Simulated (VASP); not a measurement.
Crystal: InSb.

```
In Sb
1.0
     0.00000    3.23910    3.23910
     3.23910    0.00000    3.23910
     3.23910    3.23910    0.00000
In Sb
1 1
Cartesian
  0.0000 0.0000 0.0000
  1.6196 1.6196 1.6196
```

* Program: VASP 6.6.1
* Task: relaxation of cell and atoms
* Functional: PBE
* Potentials or basis: VASP PAW PBE potentials, release 64 (In_d, Sb)
* Cutoff: 600 eV
* k mesh: 6 × 6 × 6
* Occupations: fermi-dirac, width 0.02 eV
* Spin: no spin polarisation

At the start: pressure 3.2 GPa; volume 33.98 Å³/atom.

Question: How do energy, volume and symmetry change on relaxing?

Answer: Over 3 steps the energy falls by 24.0 meV/atom and the volume is 36.55 Å³/atom (+7.5 %); space group F-43m (No. 216, to 0.1 Å) before and after.

The path:
```csv
step,energy change (eV),largest force (eV/Å),pressure (GPa),volume (Å³)
1,0.0000,0.0000,3.22,67.97
2,-0.0432,0.0000,-0.84,74.91
3,-0.0480,0.0000,0.01,73.09
```

Final structure:
```
In Sb
1.0
     0.00000    3.31853    3.31853
     3.31853    0.00000    3.31853
     3.31853    3.31853    0.00000
In Sb
1 1
Direct
  0.00000 0.00000 0.00000
  0.25000 0.25000 0.25000
```
